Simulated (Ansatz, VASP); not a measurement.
# MoS2 in VASP and in Ansatz

```
Mo S
1.0
     3.12220    0.00000    0.00000
    -1.56110    2.70390    0.00000
     0.00000    0.00000   12.07943
Mo S
2 4
Direct
  0.66667 0.33333 0.25000
  0.33333 0.66667 0.75000
  0.66667 0.33333 0.62134
  0.33333 0.66667 0.37866
  0.66667 0.33333 0.87866
  0.33333 0.66667 0.12134
```

Alike in both runs: functional LDA; k mesh 12 × 12 × 2; occupations gaussian, width 0.02 eV; no spin polarisation.

Ansatz relaxed the structure, and its values are those at the end. VASP's run is a single point on that final structure, the one shown.

|  | VASP | Ansatz |
| --- | --- | --- |
| version | VASP 6.6.1 | Ansatz 0.2.0 |
| potentials or method | VASP PAW LDA potentials, release 64 (Mo_sv, S), cutoff 520 eV | scalar-relativistic, plane waves, PAW |
| valence electrons in the cell | 52 | 52 |

Ansatz gave:

* gap on the k mesh at the Fermi level (eV): 0.73
* least direct gap on the mesh (eV): 1.76
* pressure (GPa): 0.0
* rms of the force components (eV/Å): 0.000

Question: Estimate VASP's values.

Answer: gap on the k mesh at the Fermi level (eV): 0.74; least direct gap on the mesh (eV): 1.77; pressure (GPa): 0.1; rms of the force components (eV/Å): 0.008.

LDA's correlation is that of Perdew and Zunger in VASP and of Perdew and Wang (1992) in Ansatz.
